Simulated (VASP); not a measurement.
Set up this calculation in VASP 6.6.1, as the native input.

* Task: single point
* Functional: r2SCAN
* Dispersion: D3(BJ)
* Potentials or basis: VASP PAW PBE potentials, release 64 (Cu)
* Cutoff: 520 eV
* k mesh: 4 × 4 × 4
* Occupations: fermi-dirac, width 0.1 eV
* Spin: no spin polarisation
* Dipole correction: no
* Further INCAR settings: ALGO = Normal; EDIFF = 1e-07; NBANDS = 12

The system is Cu.

```
Cu
1.0
     2.46108    0.00000    0.00000
    -0.92224    2.28175    0.00000
    -0.76942   -1.14087    2.04042
Cu
1
Direct
  0.00000 0.00000 0.00000
```

One way to write it, as run:

POSCAR

```
Cu
1.0
    2.4610779577      0.0000000286      0.0000000511
   -0.9222398689      2.2817489647      0.0000000511
   -0.7694190867     -1.1408745594      2.0404176588
Cu
1
Direct
    0.0000000000      0.0000000000      0.0000000000
```

INCAR.step1

```
PREC = Accurate ; ENCUT = 520
ISMEAR = -1 ; SIGMA = 0.1
LREAL = F ; LASPH = T
NELM = 60 ; NBANDS = 12
GGA = PE ; ALGO = Normal
EDIFF = 1E-4 ; LWAVE = T
LCHARG = F
```

INCAR.step2

```
PREC = Accurate ; ENCUT = 520
EDIFF = 1E-7 ; ISMEAR = -1
SIGMA = 0.1 ; LREAL = F
LASPH = T ; NELM = 60
ALGO = Normal ; ISIF = 2
LWAVE = F ; LCHARG = F
METAGGA = R2SCAN ; LMIXTAU = T
IVDW = 12 ; VDW_S6 = 1.0
VDW_S8 = 0.78981345 ; VDW_A1 = 0.49484001
VDW_A2 = 5.73083694 ; NBANDS = 12
ISTART = 1
```

KPOINTS

```
regular mesh
0
Gamma
  4 4 4
```

Potentials or basis: VASP PAW PBE potentials, release 64 (Cu).

Run with:

```sh
$ cat potpaw_PBE.64/Cu/POTCAR > POTCAR
$ cp INCAR.step1 INCAR
$ mpirun -np 1 vasp_std > vasp.out
$ cp INCAR.step2 INCAR
$ mpirun -np 1 vasp_std > vasp.out
```

It gave:

```
Pressure                   : -3.6 GPa
Dispersion energy per atom : -0.283 eV
```

Caveat: the k points lie up to 0.79 Å⁻¹ apart; the PAW data sets were made with another functional, which shifts forces and pressure a little; pairwise dispersion overbinds metals, which lowers pressure and volume.

It took 12 s on 1 thread of Intel(R) Xeon(R) Platinum 8488C (Sapphire Rapids), with other jobs on the host, peak memory 0.13 GiB.
